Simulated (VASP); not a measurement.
# TiO (P-6m2) in VASP: notebook, part 2 of 2

VASP 6.6.1. Earlier steps stand in the parts before.

## Step 5: Single point, PBEsol

This run uses another cell than the first one, of the same volume but with other edges.

Contents of INCAR:

```
SYSTEM = TiO
PREC = Accurate ; ENCUT = 520
EDIFF = 1E-7 ; ISMEAR = 0
SIGMA = 0.15 ; LREAL = .False.
LASPH = .True. ; NELM = 60
ALGO = Normal ; ISIF = 2
LWAVE = .False. ; LCHARG = .False.
GGA = PS ; NBANDS = 16
```

Contents of KPOINTS:

```
regular mesh
0
Gamma
  18 18 16
  0 0 0
```

Contents of POSCAR:

```
TiO
1.0
    2.9821030754      0.0000000000      0.0000000000
   -1.4910515377      2.5825770200      0.0000000000
    0.0000000000      0.0000000000      3.3447433939
Ti O
1 1
Direct
    0.6666666667      0.3333333333      0.0000000000
    0.0000000000      0.0000000000      0.5000000000
```

Potentials or basis: VASP PAW PBE potentials, release 64 (Ti_sv, O).

On the command line:

```
$ cat potpaw_PBE.64/Ti_sv/POTCAR potpaw_PBE.64/O/POTCAR > POTCAR
$ mpirun -np 1 vasp_std > vasp.out
```

OUTCAR:

```text
SYSTEM = TiO
   PREC = Accurate
   ENCUT = 520
   EDIFF = 1E-7
   ISMEAR = 0
   LREAL = .False.
   LASPH = .True.
   NELM = 60
   ISIF = 2
   GGA = PS

 ion  position               nearest neighbor table
   1  0.667  0.333  0.000-   2 2.40   2 2.40   2 2.40   2 2.40   2 2.40   2 2.40
   2  0.000  0.000  0.500-   1 2.40   1 2.40   1 2.40   1 2.40   1 2.40   1 2.40

  LATTYP: Found a hexagonal cell.
 ALAT       =     2.9821030754
 C/A-ratio  =     1.1216055614

  Lattice vectors:

 A1 = (   2.9821030754,   0.0000000000,   0.0000000000)
 A2 = (  -1.4910515377,   2.5825770200,   0.0000000000)
 A3 = (   0.0000000000,   0.0000000000,   3.3447433939)

Analysis of symmetry for initial positions (statically):
=====================================================================
 Subroutine PRICEL returns:
 Original cell was already a primitive cell.

 Routine SETGRP: Setting up the symmetry group for a
 hexagonal supercell.

 Subroutine GETGRP returns: Found 12 space group operations
 (whereof 12 operations were pure point group operations)
 out of a pool of 24 trial point group operations.

The static configuration has the point symmetry D_3h.
[... 161 lines left out ...]

 E-fermi :   7.1964     XC(G=0): -11.5554

 val. band max:        7.1953482207   @ k =   0.3333   0.3333   0.0625
 cond. band min:       7.2911321389   @ k =   0.2222   0.2222   0.0625
 fundamental gap:      0.0957839182
 Fermi energy:         7.1964221634

 k-point     1 :       0.0000    0.0000    0.0000
  band No.  band energies     occupation
      1     -50.4744      2.00000
      2     -26.8809      2.00000
      3     -26.5090      2.00000
      4     -26.5090      2.00000
      5     -12.0450      2.00000
      6       2.8374      2.00000
[... 433 lines left out ...]
      3     -26.8218      2.00000
      4     -26.6298      2.00000
      5     -11.2222      2.00000
      6       0.9455      2.00000
[... 8 lines left out ...]
     15      16.5018      0.00000
     16      19.9471      0.00000

 [... further k-points ...]

------------------------ aborting loop because EDIFF is reached ----------------------------------------

  FORCE on cell =-STRESS in cart. coord.  units (eV):
  Direction    XX          YY          ZZ          XY          YZ          ZX
  --------------------------------------------------------------------------------------
  -------------------------------------------------------------------------------------
  Total       -4.6546805     -4.6546805     -9.9531153      0.0000000      0.0000000      0.0000000
  in kB     -289.5087653   -289.5087653   -619.0573465      0.0000000      0.0000000      0.0000000
  external PRESSURE =    -399.3582924 kB  Pullay stress =       0.0000000 kB

 VOLUME and BASIS-vectors are now :
 -----------------------------------------------------------------------------
  energy-cutoff  :      520.00
  volume of cell :       25.76
      direct lattice vectors                 reciprocal lattice vectors
     2.982103075  0.000000000  0.000000000     0.335333815  0.193605068  0.000000000
    -1.491051538  2.582577020  0.000000000     0.000000000  0.387210136  0.000000000
     0.000000000  0.000000000  3.344743394     0.000000000  0.000000000  0.298976598

 POSITION                                       TOTAL-FORCE (eV/Angst)
 -----------------------------------------------------------------------------------
      1.49105      0.86086      0.00000         0.000000      0.000000      0.000000
      0.00000      0.00000      1.67237        -0.000000      0.000000      0.000000
 -----------------------------------------------------------------------------------
    total drift:                               -0.000000      0.000000      0.000000

  FREE ENERGIE OF THE ION-ELECTRON SYSTEM (eV)
  ---------------------------------------------------
  free  energy   TOTEN  =       -17.4145248435 eV

  energy  without entropy=      -17.4131236888  energy(sigma->0) =      -17.41382427
```

OSZICAR:

```text
N       E                     dE             d eps       ncg     rms          rms(c)
DAV:   1     0.166685886745E+03    0.16669E+03   -0.97002E+03 10656   0.134E+03
DAV:   2    -0.584053714438E+01   -0.17253E+03   -0.16415E+03 11680   0.367E+02
DAV:   3    -0.207224435169E+02   -0.14882E+02   -0.14794E+02 19248   0.995E+01
DAV:   4    -0.210147233094E+02   -0.29228E+00   -0.29216E+00 11768   0.126E+01
DAV:   5    -0.210200269532E+02   -0.53036E-02   -0.53036E-02 13968   0.148E+00    0.118E+01
DAV:   6    -0.180071980659E+02    0.30128E+01   -0.15396E+01 15384   0.408E+01    0.688E+00
DAV:   7    -0.174984507961E+02    0.50875E+00   -0.19054E+00 14728   0.157E+01    0.234E+00
DAV:   8    -0.174330347127E+02    0.65416E-01   -0.52507E-01 13400   0.754E+00    0.117E+00
DAV:   9    -0.174181707474E+02    0.14864E-01   -0.12923E-01 12360   0.442E+00    0.523E-01
DAV:  10    -0.174150130303E+02    0.31577E-02   -0.15858E-02 16680   0.139E+00    0.160E-01
DAV:  11    -0.174145339667E+02    0.47906E-03   -0.14944E-03 13160   0.441E-01    0.477E-02
DAV:  12    -0.174145279908E+02    0.59758E-05   -0.78169E-05 12680   0.871E-02    0.183E-02
DAV:  13    -0.174145244653E+02    0.35255E-05   -0.11625E-05 13696   0.238E-02    0.575E-03
DAV:  14    -0.174145248103E+02   -0.34496E-06   -0.10795E-06 13528   0.116E-02    0.212E-03
DAV:  15    -0.174145248435E+02   -0.33223E-07   -0.31220E-07 11960   0.545E-03
   1 F= -.17414525E+02 E0= -.17413824E+02  d E =-.140115E-02
```

stdout:

```text
POSCAR found type information on POSCAR TiO
 POSCAR found :  2 types and       2 ions
 scaLAPACK will be used
 -----------------------------------------------------------------------------
|                                                                             |
|                                                                             |
|     You enforced a specific xc type in the INCAR file but a different       |
|     I HOPE YOU KNOW WHAT YOU ARE DOING!                                     |
|                                                                             |
 -----------------------------------------------------------------------------

 LDA part: xc-table for (Slater+PW92), standard interpolation
 POSCAR, INCAR and KPOINTS ok, starting setup
 FFT: planning ... GRIDC
 FFT: planning ... GRID_SOFT
 FFT: planning ... GRID
 WAVECAR not read
 entering main loop
```

It took 63 s on 1 thread of Intel Xeon Platinum 8488C (Sapphire Rapids), shared host; peak memory 0.25 GiB.

Results:

```yaml
Free_energy: -17.4145 eV
Pressure: -39.9 GPa
Band_gap_on_the_k_mesh: zero (band 9 reaches 7.32 eV, above the bottom of band 10 at 7.29 eV)
```

Stress tensor (GPa, compression positive):
```
-28.95   0.00   0.00
  0.00 -28.95   0.00
  0.00   0.00 -61.91
```

Caveat: the PAW data sets were made with another functional, which shifts forces and pressure a little; semilocal functionals often make such compounds metallic where correlation or magnetic order opens a gap, which also shifts bond lengths.

## Step 6: Overview

| cell | gap on the mesh (eV) | pressure (GPa) |
| --- | --- | --- |
| a = 3.116, b = 3.116, c = 3.063 Å, angles 90.0, 90.0, 120.0°, 2 atoms | none | -40.1 |
| a = 2.936, b = 2.936, c = 3.450 Å, angles 90.0, 90.0, 120.0°, 2 atoms | none | -39.3 |
| a = 3.073, b = 3.073, c = 3.151 Å, angles 90.0, 90.0, 120.0°, 2 atoms | none | -40.3 |
| a = 2.982, b = 2.982, c = 3.345 Å, angles 90.0, 90.0, 120.0°, 2 atoms | none | -39.9 |

Alike in all rows: task single point; level PBEsol; potentials or basis VASP PAW PBE potentials, release 64 (Ti_sv, O); no spin polarisation; k mesh 18 × 18 × 16; cutoff (eV) 520; smearing gaussian 0.15 eV.

Caveats: the PAW data sets were made with another functional, which shifts forces and pressure a little; semilocal functionals often make such compounds metallic where correlation or magnetic order opens a gap, which also shifts bond lengths.

Total energies depend on the potentials used, so only differences within one code and one set of settings carry meaning.
